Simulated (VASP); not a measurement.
A run of VASP 6.6.1 is set up as follows.

The input INCAR:

```
PREC = Accurate
ENCUT = 520
EDIFF = 1E-7
ISMEAR = 0
SIGMA = 0.1
LREAL = False
LASPH = True
NELM = 60
ALGO = Normal
ISIF = 2
LWAVE = False
LCHARG = False
GGA = PE
NBANDS = 38
```

KPOINTS

```
Automatic mesh
0
Gamma
  3 3 6
```

Contents of POSCAR:

```
TiSn2Te3
1.0
    7.8519494825      0.0000000032      0.0000000000
   -3.9259747440      6.7999877195      0.0000000000
    0.0000000000      0.0000000000      4.0109471540
Ti Sn Te
1 2 3
Direct
    0.0000000000      0.0000000000      0.0000000000
    0.3333333333      0.6666666667      0.0000000000
    0.6666666667      0.3333333333      0.0000000000
    0.5000000000      0.0000000000      0.5000000000
    0.5000000000      0.5000000000      0.5000000000
    0.0000000000      0.5000000000      0.5000000000
```

Potentials or basis: VASP PAW PBE potentials, release 64 (Ti_sv, Sn_d, Te).

Launch:

```bash
$ cat potpaw_PBE.64/Ti_sv/POTCAR potpaw_PBE.64/Sn_d/POTCAR potpaw_PBE.64/Te/POTCAR > POTCAR
$ mpirun -np 1 vasp_std > vasp.out
```

(1) What does it give for the pressure?

(2) What does it give for the band gap on the k mesh?

Results:

(1) 0.2 GPa.

(2) zero (band 29 reaches 5.03 eV, above the bottom of band 30 at 4.84 eV).

Caveat: spin-orbit coupling is left out, which moves the levels of the heavy elements.
